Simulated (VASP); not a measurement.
Input of a VASP 6.6.1 run:

File INCAR:

```
PREC     = Accurate       # precision mode
ENCUT    = 520            # plane-wave cutoff, eV
EDIFF    = 1E-6           # SCF threshold, eV
ISMEAR   = 0              # smearing method
SIGMA    = 0.1            # smearing width, eV
LREAL    = F              # projectors in reciprocal space
LASPH    = T              # aspherical terms in the spheres
NELM     = 80             # most SCF steps
ALGO     = Normal         # electronic algorithm
ISIF     = 2              # what is computed and relaxed
LWAVE    = F              # write WAVECAR
LCHARG   = F              # write CHGCAR
GGA      = PE             # functional
NBANDS   = 15             # bands
```

The input KPOINTS:

```
regular mesh
0
Gamma
  18 18 14
```

Contents of POSCAR:

```
TaN
1.0
    3.0114782098      0.0000000000      0.0000000000
   -1.5057391049      2.6080166327      0.0000000000
    0.0000000000      0.0000000000      2.8686138300
Ta N
1 1
Direct
    0.3333333333      0.6666666667      0.5000000000
    0.0000000000      0.0000000000      0.0000000000
```

Potentials or basis: VASP PAW PBE potentials, release 64 (Ta_pv, N).

Command:

```console
$ cat potpaw_PBE.64/Ta_pv/POTCAR potpaw_PBE.64/N/POTCAR > POTCAR
$ mpirun -np 1 vasp_std > vasp.out
```

Question: Predict the band gap on the k mesh.

Answer: Zero (band 8 reaches 8.25 eV, above the bottom of band 9 at 7.76 eV).

Question: Predict the pressure.

Answer: -8.3 GPa.

Stress tensor (GPa, compression positive):
```
-14.06   0.00   0.00
  0.00 -14.06   0.00
  0.00   0.00   3.13
```

Caveat: the cell differs from its parent crystal (strained); spin-orbit coupling is left out, which moves the levels of the heavy elements.
